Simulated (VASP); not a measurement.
Wanted: the native input for a VASP 6.6.1 run.

- Task: single point
- Functional: PBE
- Potentials or basis: VASP PAW PBE potentials, release 64 (Nb_sv)
- Cutoff: 500 eV
- k mesh: 11 × 11 × 11
- Occupations: fermi-dirac, width 0.05 eV
- Spin: no spin polarisation
- Dipole correction: no
- Further INCAR settings: ALGO = Normal; EDIFF = 1e-06; NBANDS = 12

The structure of Nb lies in POSCAR:

```
Nb
1.0
   -1.6573790901      1.6573790901      1.6573790901
    1.6573790901     -1.6573790901      1.6573790901
    1.6573790901      1.6573790901     -1.6573790901
Nb
1
Direct
    0.0000000000      0.0000000000      0.0000000000
```

These files were run (other wordings do the same):

INCAR

```
PREC     = Accurate       # precision mode
ENCUT    = 500            # plane-wave cutoff, eV
EDIFF    = 1E-6           # SCF threshold, eV
ISMEAR   = -1             # smearing method
SIGMA    = 0.05           # smearing width, eV
LREAL    = False          # projectors in reciprocal space
LASPH    = True           # aspherical terms in the spheres
NELM     = 120            # most SCF steps
ALGO     = Normal         # electronic algorithm
ISIF     = 2              # what is computed and relaxed
LWAVE    = False          # write WAVECAR
LCHARG   = False          # write CHGCAR
GGA      = PE             # functional
NBANDS   = 12             # bands
GGA_COMPAT= False
```

KPOINTS

```
regular mesh
0
Gamma
  11 11 11
```

Potentials or basis: VASP PAW PBE potentials, release 64 (Nb_sv).

The run is started by

```bash
$ cat potpaw_PBE.64/Nb_sv/POTCAR > POTCAR
$ mpirun -np 1 vasp_std > vasp.out
```

It gave:

* Pressure: -0.4 GPa

It took 20 s on 1 thread of Intel Xeon 8259CL, on a shared host, peak memory 0.14 GiB.
